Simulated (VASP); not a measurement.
# MgSb7 (F-43m) in VASP: further runs, part 2 of 2

VASP 6.6.1.

**3. Relaxation of cell and atoms, PBE**

This run uses another cell than the first one, of 35.83 Å³/atom.

INCAR reads:

```
SYSTEM = MgSb7
PREC = Accurate ; ENCUT = 600
EDIFF = 1E-7 ; ISMEAR = 0
SIGMA = 0.1 ; LREAL = .FALSE.
LASPH = .TRUE. ; NELM = 120
ALGO = Normal ; ISIF = 3
LWAVE = .FALSE. ; LCHARG = .FALSE.
GGA = PE ; IBRION = 2
NSW = 100 ; EDIFFG = -0.01
GGA_COMPAT = .FALSE. ; NELMIN = 4
```

KPOINTS reads:

```
Automatic mesh
0
G
  6 6 6
  0 0 0
```

POSCAR reads:

```
MgSb7
1.0
    0.0000000000      5.2334600650      5.2334600650
    5.2334600650      0.0000000000      5.2334600650
    5.2334600650      5.2334600650      0.0000000000
Mg Sb
1 7
Direct
    0.0000000000      0.0000000000      0.0000000000
    0.4616062298      0.0383937702      0.0383937702
    0.0383937702      0.4616062298      0.4616062298
    0.0383937702      0.0383937702      0.4616062298
    0.4616062298      0.4616062298      0.0383937702
    0.4616062298      0.0383937702      0.4616062298
    0.0383937702      0.4616062298      0.0383937702
    0.7500000000      0.7500000000      0.7500000000
```

Potentials or basis: VASP PAW PBE potentials, release 64 (Mg, Sb).

Started as:

```
cat potpaw_PBE.64/Mg/POTCAR potpaw_PBE.64/Sb/POTCAR > POTCAR
mpirun -np 1 vasp_std > vasp.out
```

OUTCAR:

```text
SYSTEM = MgSb7
   PREC = Accurate
   ENCUT = 600
   EDIFF = 1E-7
   ISMEAR = 0
   LREAL = .FALSE.
   LASPH = .TRUE.
   NELM = 120
   ISIF = 3
   GGA = PE
   IBRION = 2
   NSW = 100
   EDIFFG = -0.01
   NELMIN = 4

 ion  position               nearest neighbor table
   1  0.000  0.000  0.000-
   2  0.462  0.038  0.038-   8 3.02   5 3.13   6 3.13   7 3.13   4 3.13
   3  0.038  0.462  0.462-   8 3.02   5 3.13   6 3.13   7 3.13   4 3.13
   4  0.038  0.038  0.462-   8 3.02   3 3.13   6 3.13   7 3.13   2 3.13
   5  0.462  0.462  0.038-   8 3.02   3 3.13   6 3.13   7 3.13   2 3.13
   6  0.462  0.038  0.462-   8 3.02   3 3.13   4 3.13   5 3.13   2 3.13
   7  0.038  0.462  0.038-   8 3.02   3 3.13   4 3.13   5 3.13   2 3.13
   8  0.750  0.750  0.750-   2 3.02   3 3.02   4 3.02   5 3.02   6 3.02   7 3.02

  LATTYP: Found a face centered cubic cell.
 ALAT       =    10.4669201300

  Lattice vectors:

 A1 = (   0.0000000000,   5.2334600650,   5.2334600650)
 A2 = (   5.2334600650,   0.0000000000,   5.2334600650)
 A3 = (   5.2334600650,   5.2334600650,   0.0000000000)

Analysis of symmetry for initial positions (statically):
=====================================================================
 Subroutine PRICEL returns:
 Original cell was already a primitive cell.

 Routine SETGRP: Setting up the symmetry group for a
 face centered cubic supercell.

 Subroutine GETGRP returns: Found 24 space group operations
 (whereof 24 operations were pure point group operations)
 out of a pool of 48 trial point group operations.

The static configuration has the point symmetry T_d .

Analysis of symmetry for dynamics (positions and initial velocities):
=====================================================================
 Subroutine PRICEL returns:
 Original cell was already a primitive cell.

 Routine SETGRP: Setting up the symmetry group for a
 face centered cubic supercell.

 Subroutine GETGRP returns: Found 24 space group operations
 (whereof 24 operations were pure point group operations)
 out of a pool of 48 trial point group operations.
[... 112 lines left out ...]
   POTIM  = 0.5000    time-step for ionic-motion
   TEBEG  =    0.0;   TEEND  =   0.0 temperature during run
   PSTRESS=    0.0 pullay stress
   NELECT =      37.0000    total number of electrons
   NUPDOWN=      -1.0000    fix difference up-down
   EMIN   =  10.00;   EMAX   =-10.00  energy-range for DOS
   EFERMI =   0.00;   METHOD = LEGACY
   ISMEAR =     0;   SIGMA  =   0.10  broadening in eV -4-tet -1-fermi 0-gaus
   EFERMI_NEDOS =   21; number of points for ismear=-14 and -15
   IALGO  =     38    algorithm
   IMIX   =      4    mixing-type and parameters
     AMIX     =   0.40;   BMIX     =  1.00
     AMIX_MAG =   1.60;   BMIX_MAG =  1.00
  volume/ion in A,a.u.               =      35.83       241.83
  Fermi-wavevector in a.u.,A,eV,Ry     =   0.827326  1.563419  9.312749  0.684468
  Thomas-Fermi vector in A             =   1.939511
   LORBIT       =      0    0 simple, 1 ext, 2 COOP (PROOUT), +10 PAW based schemes
   GGA     = PE    functional components
   LHFCALC =     F    Hartree Fock is set to
   AEXX    =    0.0000 exact exchange contribution
   IVDW    =     0    specifies the selected vdW correction
   LEPSILON=     F    determine dielectric tensor
   LRPA    =     F    only Hartree local field effects (RPA)
 conjugate gradient relaxation of ions
 non-spin polarized calculation
 Gauss-broadening in eV      SIGMA  =   0.10
  energy-cutoff  :      600.00
  volume of cell :      286.68
 maximum number of plane-waves:      9608
   NGX = 29   NGY = 29   NGZ = 29

--------------------------------------- Ionic step        1  -------------------------------------------

 number of electron      37.0000002 magnetization

 Free energy of the ion-electron system (eV)
  ---------------------------------------------------
  ext. energy  EPLUGINS =         0.00000000
  ---------------------------------------------------
  free energy    TOTEN  =       -27.18564792 eV

  energy without entropy =      -27.16653080  energy(sigma->0) =      -27.17608936

------------------------ aborting loop because EDIFF is reached ----------------------------------------

  FORCE on cell =-STRESS in cart. coord.  units (eV):
  Direction    XX          YY          ZZ          XY          YZ          ZX
  --------------------------------------------------------------------------------------
  -------------------------------------------------------------------------------------
  Total       -0.2420313     -0.2420313     -0.2420313     -0.0000000      0.0000000     -0.0000000
  in kB       -1.3526497     -1.3526497     -1.3526497     -0.0000000      0.0000000     -0.0000000
  external PRESSURE =      -1.3526497 kB  Pullay stress =       0.0000000 kB
[... 71 lines left out ...]
--------------------------------------- Ionic step        3  -------------------------------------------

 number of electron      37.0000001 magnetization

 Free energy of the ion-electron system (eV)
  ---------------------------------------------------
  ext. energy  EPLUGINS =         0.00000000
  ---------------------------------------------------
  free energy    TOTEN  =       -27.18610995 eV

  energy without entropy =      -27.16706523  energy(sigma->0) =      -27.17658759

 E-fermi :   4.7798     XC(G=0):  -8.4601

 val. band max:        4.7444823433   @ k =   0.1667   0.1667   0.0000
 cond. band min:       4.8004651839   @ k =   0.1667   0.1667   0.0000
 fundamental gap:      0.0559828406
 Fermi energy:         4.7798196799

 k-point     1 :       0.0000    0.0000    0.0000
  band No.  band energies     occupation
      1      -7.3496      2.00000
      2      -4.8339      2.00000
      3      -4.5680      2.00000
      4      -4.5680      2.00000
      5      -4.5680      2.00000
      6      -2.9118      2.00000
[... 440 lines left out ...]
  FREE ENERGIE OF THE ION-ELECTRON SYSTEM (eV)
  ---------------------------------------------------
  free  energy   TOTEN  =       -27.1861099486 eV

  energy  without entropy=      -27.1670652327  energy(sigma->0) =      -27.17658759

 reached required accuracy - stopping structural energy minimisation
```

OSZICAR:

```text
N       E                     dE             d eps       ncg     rms          rms(c)
DAV:   1     0.205533885776E+03    0.20553E+03   -0.12981E+04   736   0.137E+03
DAV:   2    -0.635276890000E+01   -0.21189E+03   -0.20776E+03   887   0.198E+02
DAV:   3    -0.267294742247E+02   -0.20377E+02   -0.20062E+02   977   0.633E+01
[... 26 lines left out ...]
DAV:   3    -0.271861123177E+02    0.24095E-04   -0.64574E-05   848   0.276E-02    0.507E-03
DAV:   4    -0.271861107731E+02    0.15446E-05   -0.46720E-06   855   0.841E-03    0.339E-03
DAV:   5    -0.271861098083E+02    0.96485E-06   -0.81585E-07   820   0.363E-03    0.210E-03
DAV:   6    -0.271861099158E+02   -0.10758E-06   -0.66370E-08   487   0.117E-03    0.391E-04
DAV:   7    -0.271861099486E+02   -0.32716E-07   -0.18997E-08   389   0.663E-04
   3 F= -.27186110E+02 E0= -.27176588E+02  d E =-.462033E-03
```

CONTCAR:

```text
MgSb7
   1.00000000000000
    -0.0000000000000000    5.2277526903152678    5.2277526903152678
     5.2277526903152678    0.0000000000000000    5.2277526903152678
     5.2277526903152678    5.2277526903152678   -0.0000000000000000
  Mg              Sb
     1     7
Direct
     0.0000000000000000    0.0000000000000000    0.0000000000000000
     0.4615263618465955    0.0384736381534045    0.0384736381534045
     0.0384736381534045    0.4615263618465955    0.4615263618465955
     0.0384736381534045    0.0384736381534045    0.4615263618465955
     0.4615263618465955    0.4615263618465955    0.0384736381534045
     0.4615263618465955    0.0384736381534045    0.4615263618465955
     0.0384736381534045    0.4615263618465955    0.0384736381534045
     0.7500000000000000    0.7500000000000000    0.7500000000000000

  0.00000000E+00  0.00000000E+00  0.00000000E+00
  0.00000000E+00  0.00000000E+00  0.00000000E+00
  0.00000000E+00  0.00000000E+00  0.00000000E+00
  0.00000000E+00  0.00000000E+00  0.00000000E+00
  0.00000000E+00  0.00000000E+00  0.00000000E+00
  0.00000000E+00  0.00000000E+00  0.00000000E+00
  0.00000000E+00  0.00000000E+00  0.00000000E+00
  0.00000000E+00  0.00000000E+00  0.00000000E+00
```

Run time: 2.5 min. Hardware: 1 thread of Intel Xeon 6975P-C (Granite Rapids), shared host; peak memory 0.57 GiB.

Results:

```
Free energy                           : -27.1861 eV
Relaxed volume                        : 35.72 Å³/atom
Relaxed cell                          : a = 7.393 Å, b = 7.393 Å, c = 7.393 Å, α = 60.00°, β = 60.00°, γ = 60.00°
Space group after relaxing (to 0.1 Å) : F-43m (No. 216)
Energy gained by relaxing             : 0.1 meV/atom
Ionic steps                           : 3
Pressure after relaxing               : 0.0 GPa
Band gap on the k mesh                : zero (an odd number of electrons rules out a gap without spin polarisation)
```

Step by step:
```tsv
step	energy change (eV)	largest force (eV/Å)	pressure (GPa)	volume (Å³)
1	0.0000	0.0232	-0.14	286.68
2	-0.0004	0.0095	0.05	285.43
3	-0.0005	0.0011	0.00	285.74
```

Final structure:
```xyz
8
Lattice="0.0000 5.2278 5.2278 5.2278 0.0000 5.2278 5.2278 5.2278 0.0000" Properties=species:S:1:pos:R:3 pbc="T T T"
Mg    0.0000    0.0000    0.0000
Sb    0.4023    2.6139    2.6139
Sb    4.8255    2.6139    2.6139
Sb    2.6139    2.6139    0.4023
Sb    2.6139    2.6139    4.8255
Sb    2.6139    4.8255    2.6139
Sb    2.6139    0.4023    2.6139
Sb    7.8416    7.8416    7.8416
```

Caveat: spin-orbit coupling is left out, which moves the levels of the heavy elements.

The gap in the log of VASP goes by the Fermi energy; the results here count the filled bands.